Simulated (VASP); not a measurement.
## SnO2: single point with PBEsol

The system is SnO2.

```
Sn O
1.0
     4.84911    0.00000    0.00000
     0.00000    4.84911    0.00000
     0.00000    0.00000    3.06784
Sn O
2 4
Direct
  0.50000 0.50000 0.50000
  0.00000 0.00000 0.00000
  0.19553 0.80447 0.50000
  0.80447 0.19553 0.50000
  0.30447 0.30447 0.00000
  0.69553 0.69553 0.00000
```

This cell differs from its parent crystal: uniaxial strain along c: -4.5 %, then relaxed in part.

```yaml
Program: VASP 6.6.1
Task: single point
Functional: PBEsol
Potentials_or_basis: VASP PAW PBE potentials, release 64 (Sn_d, O)
Cutoff: 520 eV
k_mesh: 6 × 6 × 8
Occupations: gaussian, width 0.02 eV
Spin: no spin polarisation
Dipole_correction: no
Further_INCAR_settings: ALGO = Normal; EDIFF = 1e-06; NBANDS = 35
```

```yaml
Pressure: 5.8 GPa
Largest_force: 0.030 eV/Å
Band_gap_on_the_k_mesh: 1.22 eV, direct
```

Forces in eV/Å, atoms in the order of the input:
```
Sn   0.000  0.000  0.000
Sn   0.000  0.000  0.000
O    0.021 -0.021  0.000
O   -0.021  0.021  0.000
O   -0.021 -0.021  0.000
O    0.021  0.021  0.000
```

Stress tensor (GPa, compression positive):
```
 0.57  0.00  0.00
 0.00  0.57  0.00
 0.00  0.00 16.17
```

Levels at points of the mesh, in eV from the valence-band top:
```tsv
k point	band 23	band 24	band 25	band 26	band 27	band 28	band 29	band 30
(0.00, 0.00, 0.00)	-1.10	-0.88	-0.88	0.00	1.22	6.51	6.51	6.60
(0.50, 0.00, 0.00)	-1.07	-1.07	-0.70	-0.70	4.30	4.30	7.38	7.38
(0.50, 0.50, 0.00)	-1.16	-1.16	-1.03	-1.03	4.89	4.89	7.65	7.65
(0.00, 0.00, 0.50)	-1.65	-1.65	-1.27	-1.27	6.03	6.03	9.25	9.25
(0.50, 0.00, 0.50)	-1.16	-1.16	-0.85	-0.85	6.24	6.24	7.45	7.45
(0.50, 0.50, 0.50)	-1.01	-1.01	-0.92	-0.92	4.50	4.50	8.70	8.70
```

Run time: 2.6 min on 1 thread of AMD EPYC 7R13 Processor (Zen 3), on a shared host, peak memory 0.2 GiB.

Caveat: the cell differs from its parent crystal (uniaxial strain along c: -4.5 %, then relaxed in part); the PAW data sets were made with another functional, which shifts forces and pressure a little; spin-orbit coupling is left out, which moves the levels of the heavy elements.
